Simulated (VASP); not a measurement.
GaN: single point with r2SCAN

GaN:

```
Ga N
1.0
     0.00000    2.06634    2.06634
     2.06634    0.00000    2.06634
     2.06634    2.06634    0.00000
Ga N
1 1
Direct
  0.00000 0.00000 0.00000
  0.50000 0.50000 0.50000
```

This cell differs from its parent crystal: strain -2.0%.

| Item | Value |
| --- | --- |
| Program | VASP 6.6.1 |
| Task | single point |
| Functional | r2SCAN |
| Potentials or basis | VASP PAW PBE potentials, release 64 (Ga_d, N_h) |
| Cutoff | 1460 eV |
| k mesh | 10 × 10 × 10 |
| Occupations | gaussian, width 0.01 eV |
| Spin | no spin polarisation |

| Property | Result |
| --- | --- |
| Pressure | 18.3 GPa |
| Band gap on the k mesh | 1.60 eV (least direct gap 4.24 eV) |

Levels at points of the mesh, in eV from the valence-band top:
```
           k point  band 5  band 6  band 7  band 8  band 9  band 10  band 11  band 12  band 13  band 14
(0.00, 0.00, 0.00)  -14.24  -14.24   -0.58   -0.58   -0.58     3.66    15.89    15.89    15.89    17.51
(0.50, 0.00, 0.00)  -14.06  -14.06   -8.68   -0.15   -0.15     5.71    10.26    10.26    11.32    18.23
(0.50, 0.50, 0.00)  -13.99  -11.34   -7.74   -3.36   -3.36     1.60     8.62    13.81    16.64    16.64
```

It took 5 min on 1 thread of AMD EPYC 7R43 64-Core Processor (Zen 3) (shared host), peak memory 0.22 GiB.

Caveat: the cell differs from its parent crystal (strain -2.0%); the cell stands under pressure; the structure was generated, so it needn't be the stable form of GaN; the PAW data sets were made with another functional, which shifts forces and pressure a little. A k mesh can miss the band edges.
